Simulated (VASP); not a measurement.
## CaH8Cl2O4: single point with PBE+D3(BJ)

The system is CaH8Cl2O4.

```xyz
15
Lattice="5.7083 0.0000 0.0000 0.0000 5.7083 0.0000 0.0000 0.0000 5.7083" Properties=species:S:1:pos:R:3 pbc="T T T"
O     4.8142    1.8977    2.6064
O     0.1177    4.9936    2.8344
O     1.9417    2.4408    4.0622
O     2.8729    4.0408    1.8952
H     4.1855    1.3389    2.1058
H     5.2939    2.3621    1.8245
H    -0.0160    5.9264    2.9348
H     0.0101    4.8716    1.9105
H     1.1981    2.5852    4.7919
H     2.2598    1.5071    4.3536
H     1.9337    4.0689    1.8524
H     3.1146    4.7890    1.2384
Ca    3.8985    3.8389    4.0742
Cl   -1.8815    0.3293   -0.3730
Cl    0.0748    3.5158    0.3041
```

| Property | Result |
| --- | --- |
| Program | VASP 6.6.1 |
| Task | single point |
| Functional | PBE |
| Dispersion | D3(BJ) |
| Potentials or basis | VASP PAW PBE potentials, release 64 (O, H, Ca_sv, Cl) |
| Cutoff | 520 eV |
| k mesh | 1 × 1 × 1 |
| Occupations | fermi-dirac, width 0.05 eV |
| Spin | no spin polarisation |
| Dipole correction | no |
| Further INCAR settings | ALGO = Normal; EDIFF = 1e-06; NBANDS = 41 |

```
Pressure                   : 1.4 GPa
Largest force              : 2.762 eV/Å
Band gap on the k mesh     : 4.87 eV
Dispersion energy per atom : -0.073 eV
```

Forces in eV/Å, atoms in the order of the input:
```
O    0.454  0.223 -0.713
O    0.168 -1.088  2.237
O   -0.573 -1.572  1.764
O    2.092  1.544 -0.933
H   -0.238  0.215  0.082
H   -0.487 -0.340  0.766
H   -0.141  1.978  0.585
H   -0.217 -0.636 -2.404
H    1.190  0.247 -1.263
H   -0.126  1.359 -0.526
H   -1.919 -0.298  0.208
H    0.041 -0.927  0.649
Ca   0.175 -0.967 -0.913
Cl  -0.382  0.590  0.508
Cl  -0.037 -0.327 -0.047
```

Stress tensor (GPa, compression positive):
```
 1.98 -1.63  0.58
-1.63  1.44  1.85
 0.58  1.85  0.63
```

Levels at points of the mesh, in eV from the valence-band top:
```tsv
k point	band 24	band 25	band 26	band 27	band 28	band 29	band 30	band 31	band 32	band 33
(0.00, 0.00, 0.00)	-0.86	-0.71	-0.56	-0.32	0.00	4.87	6.78	6.93	7.08	7.91
```

Run time: 9.8 s on 1 thread of Intel(R) Xeon(R) 6975P-C (Granite Rapids) (shared host), peak memory 0.24 GiB.

Caveat: the k points lie up to 1.10 Å⁻¹ apart.
